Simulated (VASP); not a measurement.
Here is a VASP 6.6.1 calculation.

Contents of INCAR:

```
PREC = Accurate ; ENCUT = 520
EDIFF = 1E-6 ; ISMEAR = -1
SIGMA = 0.05 ; LREAL = F
LASPH = T ; NELM = 80
ALGO = Normal ; ISIF = 2
LWAVE = F ; LCHARG = F
GGA = PS ; NBANDS = 26
```

Contents of KPOINTS:

```
Automatic mesh
0
Gamma
  4 4 2
```

The input POSCAR:

```
SbAsSe4
1.0
    5.5857434354     -1.1200235117      0.9049370113
   -1.1424608151      4.3353639218     -0.3886308262
    1.6993885610     -0.7223753093      6.5476889995
Sb As Se
1 1 4
Direct
    0.1300024815      0.1597212299     -0.1178094413
    0.7465099515      0.4083304289      0.2336944486
    0.6556590598      0.5659644485      0.9647072787
    0.1435330566      0.9233824315      0.2376181632
    0.4062939036     -0.2774911174      0.5933623131
   -0.1001712289      0.2229966145      0.5868790014
```

Potentials or basis: VASP PAW PBE potentials, release 64 (Sb, As, Se).

The run is started by

```console
$ cat potpaw_PBE.64/Sb/POTCAR potpaw_PBE.64/As/POTCAR potpaw_PBE.64/Se/POTCAR > POTCAR
$ mpirun -np 1 vasp_std > vasp.out
```

**Question.** Predict the band gap on the k mesh.

**Answer.** Zero (bands 17 and 18 overlap by 1.53 eV).

**Question.** Estimate the pressure.

**Answer.** 0.1 GPa.

**Question.** Estimate the largest force.

**Answer.** 0.065 eV/Å.

Forces in eV/Å, atoms in the order of the input:
```
Sb   0.010  0.009 -0.010
As  -0.016 -0.052  0.035
Se  -0.026  0.016 -0.030
Se   0.037  0.023 -0.004
Se  -0.004 -0.005  0.002
Se   0.001  0.008  0.008
```

Caveat: the k points lie up to 0.50 Å⁻¹ apart, too coarse for converged energies and pressures of a metal; the PAW data sets were made with another functional, which shifts forces and pressure a little; spin-orbit coupling is left out, which moves the levels of the heavy elements.
